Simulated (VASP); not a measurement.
# GaN: single point with PBE

The system is GaN.

```xyz
4
Lattice="3.2184 0.0000 0.0000 -1.6092 2.7872 0.0000 0.0000 0.0000 5.2432" Properties=species:S:1:pos:R:3 pbc="T T T"
Ga    1.6092    0.9291    2.6170
Ga    0.0000    1.8581    5.2386
N     1.6092    0.9291    4.5923
N     0.0000    1.8581    1.9707
```

```json
{
 "Program": "VASP 6.6.1",
 "Task": "single point",
 "Functional": "PBE",
 "Potentials or basis": "VASP PAW PBE potentials, release 64 (Ga_d, N)",
 "Cutoff": "520 eV",
 "k mesh": "12 × 12 × 6",
 "Occupations": "gaussian, width 0.02 eV",
 "Spin": "no spin polarisation",
 "Dipole correction": "no",
 "Further INCAR settings": "ALGO = Normal; EDIFF = 1e-07; NBANDS = 26"
}
```

```json
{
 "Pressure": "0.1 GPa",
 "Band gap on the k mesh": "1.72 eV, direct"
}
```

Levels at points of the mesh, in eV from the valence-band top:
| k point | band 14 | band 15 | band 16 | band 17 | band 18 | band 19 | band 20 | band 21 | band 22 | band 23 |
| --- | --- | --- | --- | --- | --- | --- | --- | --- | --- | --- |
| (0.00, 0.00, 0.00) | -1.00 | -1.00 | -0.04 | 0.00 | 0.00 | 1.72 | 4.07 | 9.02 | 9.73 | 9.73 |
| (0.50, 0.00, 0.00) | -5.19 | -4.07 | -2.64 | -2.11 | -0.96 | 4.98 | 5.37 | 5.98 | 8.35 | 10.17 |
| (0.00, 0.00, 0.50) | -3.79 | -0.51 | -0.51 | -0.51 | -0.51 | 4.06 | 4.06 | 8.31 | 8.31 | 10.24 |
| (0.50, 0.00, 0.50) | -6.44 | -1.87 | -1.87 | -1.83 | -1.83 | 4.31 | 4.31 | 7.58 | 7.58 | 9.80 |

It took 65 s on 1 thread of Intel(R) Xeon(R) Platinum 8124M CPU @ 3.00GHz (Skylake/Cascade Lake) (shared host), peak memory 0.21 GiB.

A hybrid or GW would open this gap; PBE tends to underestimate it.
